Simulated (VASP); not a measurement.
# KZnF3 (Pm-3m) in VASP: single point with PBE

Aim: the single point of KZnF3 with PBE.

Program: VASP 6.6.1. These are calculated values, not measurements. Logs are shortened: lines on timing, memory, paths and dates and some standing lists are left out, and cuts for length are marked.

### 1 The cell of the first run

It takes space group Pm-3m (No. 221, cubic). The conventional cell has a = 4.050 Å, b = 4.050 Å, c = 4.050 Å, α = 90.00°, β = 90.00°, γ = 90.00°. K (site symmetry m-3m) has 12 F at 2.86 Å and 8 Zn at 3.51 Å within 3.8 Å. Zn (site symmetry m-3m) has 6 F at 2.02 Å within 2.7 Å. Within 2.7 Å of F (site symmetry 4/mmm) lie 2 Zn at 2.02 Å.

### 2 Single point, PBE

Contents of INCAR:

```
SYSTEM = KZnF3
PREC = Accurate ; ENCUT = 520
EDIFF = 1E-7 ; ISMEAR = 0
SIGMA = 0.05 ; LREAL = .False.
LASPH = .True. ; NELM = 100
ALGO = Normal ; ISIF = 2
LWAVE = .False. ; LCHARG = .True.
GGA = PE ; LELF = .True.
LVHAR = .True. ; NBANDS = 29
```

Contents of KPOINTS:

```
regular mesh
0
Gamma
  6 6 6
  0 0 0
```

Contents of POSCAR:

```
KZnF3
1.0
    4.0500000000      0.0000000000      0.0000000000
    0.0000000000      4.0500000000      0.0000000000
    0.0000000000      0.0000000000      4.0500000000
K Zn F
1 1 3
Direct
    0.0000000000      0.0000000000      0.0000000000
    0.5000000000      0.5000000000      0.5000000000
    0.5000000000      0.5000000000      0.0000000000
    0.0000000000      0.5000000000      0.5000000000
    0.5000000000      0.0000000000      0.5000000000
```

Potentials or basis: VASP PAW PBE potentials, release 64 (K_sv, Zn, F).

On the command line:

```bash
$ cat potpaw_PBE.64/K_sv/POTCAR potpaw_PBE.64/Zn/POTCAR potpaw_PBE.64/F/POTCAR > POTCAR
$ mpirun -np 1 vasp_std > vasp.out
```

OUTCAR:

```text
SYSTEM = KZnF3
   PREC = Accurate
   ENCUT = 520
   EDIFF = 1E-7
   ISMEAR = 0
   LREAL = .False.
   LASPH = .True.
   NELM = 100
   ISIF = 2
   GGA = PE

 ion  position               nearest neighbor table
   1  0.000  0.000  0.000-
   2  0.500  0.500  0.500-   3 2.02   4 2.02   5 2.02   3 2.02   5 2.02   4 2.02
   3  0.500  0.500  0.000-   2 2.02   2 2.02
   4  0.000  0.500  0.500-   2 2.02   2 2.02
   5  0.500  0.000  0.500-   2 2.02   2 2.02

  LATTYP: Found a simple cubic cell.
 ALAT       =     4.0500000000

  Lattice vectors:

 A1 = (   4.0500000000,   0.0000000000,   0.0000000000)
 A2 = (   0.0000000000,   4.0500000000,   0.0000000000)
 A3 = (   0.0000000000,   0.0000000000,   4.0500000000)

Analysis of symmetry for initial positions (statically):
=====================================================================
 Subroutine PRICEL returns:
 Original cell was already a primitive cell.

 Routine SETGRP: Setting up the symmetry group for a
 simple cubic supercell.

 Subroutine GETGRP returns: Found 48 space group operations
 (whereof 48 operations were pure point group operations)
 out of a pool of 48 trial point group operations.

The static configuration has the point symmetry O_h .

Analysis of symmetry for dynamics (positions and initial velocities):
=====================================================================
 Subroutine PRICEL returns:
 Original cell was already a primitive cell.

 Routine SETGRP: Setting up the symmetry group for a
 simple cubic supercell.

 Subroutine GETGRP returns: Found 48 space group operations
 (whereof 48 operations were pure point group operations)
 out of a pool of 48 trial point group operations.

The dynamic configuration has the point symmetry O_h .

 Subroutine INISYM returns: Found 48 space group operations
 (whereof 48 operations are pure point group operations),
 and found     1 'primitive' translations

----------------------------------------------------------------------------------------

                                     Primitive cell

  volume of cell :      66.4301

  direct lattice vectors                    reciprocal lattice vectors
     4.050000000  0.000000000  0.000000000     0.246913580  0.000000000  0.000000000
     0.000000000  4.050000000  0.000000000     0.000000000  0.246913580  0.000000000
     0.000000000  0.000000000  4.050000000     0.000000000  0.000000000  0.246913580

  length of vectors
     4.050000000  4.050000000  4.050000000     0.246913580  0.246913580  0.246913580

  position of ions in fractional coordinates (direct lattice)
     0.000000000  0.000000000  0.000000000
     0.500000000  0.500000000  0.500000000
     0.500000000  0.500000000  0.000000000
     0.000000000  0.500000000  0.500000000
     0.500000000  0.000000000  0.500000000

  ion indices of the primitive-cell ions
   primitive index   ion index
                 1           1
                 2           2
                 3           3
                 4           4
                 5           5

----------------------------------------------------------------------------------------

 KPOINTS: regular mesh

Automatic generation of k-mesh.
 Grid dimensions read from file:
 generate k-points for:    6    6    6

 Generating k-lattice:

  Cartesian coordinates                     Fractional coordinates (reciprocal lattice)
     0.041152263  0.000000000  0.000000000     0.166666667  0.000000000  0.000000000
     0.000000000  0.041152263  0.000000000     0.000000000  0.166666667  0.000000000
     0.000000000  0.000000000  0.041152263     0.000000000  0.000000000  0.166666667

  Length of vectors
     0.041152263  0.041152263  0.041152263

  Shift w.r.t. Gamma in fractional coordinates (k-lattice)
     0.000000000  0.000000000  0.000000000

 Subroutine IBZKPT returns following result:
 ===========================================

 Found     20 irreducible k-points:

 Following reciprocal coordinates:
            Coordinates               Weight
  0.000000  0.000000  0.000000      1.000000
  0.166667  0.000000  0.000000      6.000000
  0.333333  0.000000  0.000000      6.000000
  0.500000  0.000000  0.000000      3.000000
  0.166667  0.166667  0.000000     12.000000
  0.333333  0.166667  0.000000     24.000000
[... 12 lines left out ...]
  0.500000  0.500000  0.333333      6.000000
  0.500000  0.500000  0.500000      1.000000
   k-points           NKPTS =     20   k-points in BZ     NKDIM =     20   number of bands    NBANDS=     29
   number of dos      NEDOS =    301   number of ions     NIONS =      5
   total plane-waves  NPLWV =  27000
   dimension x,y,z NGX =    30 NGY =   30 NGZ =   30
   dimension x,y,z NGXF=    60 NGYF=   60 NGZF=   60
   ions per type =               1   1   3
   NGX,Y,Z   is equivalent  to a cutoff of  12.31, 12.31, 12.31 a.u.
   NGXF,Y,Z  is equivalent  to a cutoff of  24.63, 24.63, 24.63 a.u.
 SYSTEM =  KZnF3
   PREC   = accura    normal or accurate (medium, high low for compatibility)
   ISTART =      0    job   : 0-new  1-cont  2-samecut
   ICHARG =      2    charge: 1-file 2-atom 10-const
   ISPIN  =      1    spin polarized calculation?
   LNONCOLLINEAR =      F non collinear calculations
   LSORBIT =      F    spin-orbit coupling
   LASPH  =      T    aspherical Exc in radial PAW
   ENCUT  =  520.0 eV  38.22 Ry    6.18 a.u.   7.53  7.53  7.53*2*pi/ulx,y,z
   NELM   =    100;   NELMIN=  2; NELMDL= -5     # of ELM steps
   EDIFF  = 0.1E-06   stopping-criterion for ELM
   LREAL  =      F    real-space projection
   EDIFFG = 0.1E-05   stopping-criterion for IOM
   NSW    =      0    number of steps for IOM
   IBRION =     -1    ionic relax: 0-MD 1-quasi-New 2-CG
   NFREE  =      0    steps in history (QN), initial steepest desc. (CG)
   ISIF   =      2    stress and relaxation
   ISYM   =      2    0-nonsym 1-usesym 2-fastsym
   POTIM  = 0.5000    time-step for ionic-motion
   TEBEG  =    0.0;   TEEND  =   0.0 temperature during run
   PSTRESS=    0.0 pullay stress
   NELECT =      42.0000    total number of electrons
   NUPDOWN=      -1.0000    fix difference up-down
   EMIN   =  10.00;   EMAX   =-10.00  energy-range for DOS
   EFERMI =   0.00;   METHOD = LEGACY
   ISMEAR =     0;   SIGMA  =   0.05  broadening in eV -4-tet -1-fermi 0-gaus
   EFERMI_NEDOS =   21; number of points for ismear=-14 and -15
   IALGO  =     38    algorithm
   IMIX   =      4    mixing-type and parameters
     AMIX     =   0.40;   BMIX     =  1.00
     AMIX_MAG =   1.60;   BMIX_MAG =  1.00
  volume/ion in A,a.u.               =      13.29        89.66
  Fermi-wavevector in a.u.,A,eV,Ry     =   1.405086  2.655228 26.861528  1.974267
  Thomas-Fermi vector in A             =   2.527583
   LORBIT       =      0    0 simple, 1 ext, 2 COOP (PROOUT), +10 PAW based schemes
   GGA     = PE    functional components
   LHFCALC =     F    Hartree Fock is set to
   AEXX    =    0.0000 exact exchange contribution
   IVDW    =     0    specifies the selected vdW correction
   LEPSILON=     F    determine dielectric tensor
   LRPA    =     F    only Hartree local field effects (RPA)
 non-spin polarized calculation
 Gauss-broadening in eV      SIGMA  =   0.05
  energy-cutoff  :      520.00
  volume of cell :       66.43
 maximum number of plane-waves:      1811
   NGX = 15   NGY = 15   NGZ = 15

 number of electron      41.9999978 magnetization

 Free energy of the ion-electron system (eV)
  ---------------------------------------------------
  ext. energy  EPLUGINS =         0.00000000
  ---------------------------------------------------
  free energy    TOTEN  =       -20.26460985 eV

  energy without entropy =      -20.26460985  energy(sigma->0) =      -20.26460985

 E-fermi :  -0.5347     XC(G=0):  -9.8790

 val. band max:       -0.7560871628   @ k =   0.5000   0.5000   0.5000
 cond. band min:       3.0365831909   @ k =   0.0000   0.0000   0.0000
 fundamental gap:      3.7926703537
 Fermi energy:        -0.5347339119

 k-point     1 :       0.0000    0.0000    0.0000
  band No.  band energies     occupation
      1     -27.8532      2.00000
      2     -22.3684      2.00000
      3     -21.7413      2.00000
      4     -21.7413      2.00000
      5     -11.3393      2.00000
      6     -11.3393      2.00000
[... 21 lines left out ...]
     28      10.2732      0.00000
     29      13.3978      0.00000

 k-point     2 :       0.1667    0.0000    0.0000
  band No.  band energies     occupation
      1     -27.8477      2.00000
      2     -22.3357      2.00000
      3     -21.7714      2.00000
      4     -21.7401      2.00000
      5     -11.3388      2.00000
      6     -11.3281      2.00000
[... 21 lines left out ...]
     28      10.3461      0.00000
     29      13.1717      0.00000

 k-point     3 :       0.3333    0.0000    0.0000
  band No.  band energies     occupation
      1     -27.8366      2.00000
      2     -22.2589      2.00000
      3     -21.8421      2.00000
      4     -21.7361      2.00000
      5     -11.3376      2.00000
      6     -11.3056      2.00000
[... 21 lines left out ...]
     28      10.5046      0.00000
     29      12.7227      0.00000

 k-point     4 :       0.5000    0.0000    0.0000
  band No.  band energies     occupation
      1     -27.8311      2.00000
      2     -22.2095      2.00000
      3     -21.8889      2.00000
      4     -21.7344      2.00000
      5     -11.3370      2.00000
      6     -11.2942      2.00000
[... 469 lines left out ...]
     28      11.8109      0.00000
     29      11.8195      0.00000

 k-point    19 :       0.5000    0.5000    0.3333
  band No.  band energies     occupation
      1     -27.8069      2.00000
      2     -21.9070      2.00000
      3     -21.8917      2.00000
      4     -21.8917      2.00000
      5     -11.4760      2.00000
      6     -11.4760      2.00000
[... 21 lines left out ...]
     28      11.8227      0.00000
     29      12.2010      0.00000

 k-point    20 :       0.5000    0.5000    0.5000
  band No.  band energies     occupation
      1     -27.8042      2.00000
      2     -21.8869      2.00000
      3     -21.8869      2.00000
      4     -21.8869      2.00000
      5     -11.4990      2.00000
      6     -11.4990      2.00000
[... 21 lines left out ...]
     28      11.7715      0.00000
     29      12.7448      0.00000

------------------------ aborting loop because EDIFF is reached ----------------------------------------

  FORCE on cell =-STRESS in cart. coord.  units (eV):
  Direction    XX          YY          ZZ          XY          YZ          ZX
  --------------------------------------------------------------------------------------
  -------------------------------------------------------------------------------------
  Total        2.0338954      2.0338954      2.0338954     -0.0000000      0.0000000     -0.0000000
  in kB       49.0539653     49.0539653     49.0539653     -0.0000000      0.0000000     -0.0000000
  external PRESSURE =      49.0539653 kB  Pullay stress =       0.0000000 kB

 VOLUME and BASIS-vectors are now :
 -----------------------------------------------------------------------------
  energy-cutoff  :      520.00
  volume of cell :       66.43
      direct lattice vectors                 reciprocal lattice vectors
     4.050000000  0.000000000  0.000000000     0.246913580  0.000000000  0.000000000
     0.000000000  4.050000000  0.000000000     0.000000000  0.246913580  0.000000000
     0.000000000  0.000000000  4.050000000     0.000000000  0.000000000  0.246913580

 POSITION                                       TOTAL-FORCE (eV/Angst)
 -----------------------------------------------------------------------------------
      0.00000      0.00000      0.00000         0.000000      0.000000      0.000000
      2.02500      2.02500      2.02500         0.000000      0.000000      0.000000
      2.02500      2.02500      0.00000         0.000000      0.000000      0.000000
      0.00000      2.02500      2.02500         0.000000      0.000000      0.000000
      2.02500      0.00000      2.02500         0.000000      0.000000      0.000000
 -----------------------------------------------------------------------------------
    total drift:                                0.000000      0.000000     -0.000000

  FREE ENERGIE OF THE ION-ELECTRON SYSTEM (eV)
  ---------------------------------------------------
  free  energy   TOTEN  =       -20.2646098518 eV

  energy  without entropy=      -20.2646098517  energy(sigma->0) =      -20.26460985
```

Wall time 71 s (1 thread of Intel Xeon 8259CL, shared host); peak memory 0.19 GiB.

Results:

```yaml
Free_energy: -20.2646 eV
Pressure: 4.9 GPa
Band_gap_on_the_k_mesh: 3.79 eV (least direct gap 5.65 eV)
```

Levels at points of the mesh, in eV from the valence-band top:
```csv
k point,band 19,band 20,band 21,band 22,band 23,band 24
"(0.00, 0.00, 0.00)",-1.86,-1.86,-1.86,3.79,8.70,8.70
"(0.50, 0.00, 0.00)",-1.70,-1.70,-1.58,6.56,8.30,9.65
"(0.50, 0.50, 0.00)",-1.79,-1.51,0.00,8.04,10.12,10.15
"(0.50, 0.50, 0.50)",-1.49,0.00,0.00,8.43,8.43,8.43
```

Caveat: the cell stands under pressure.
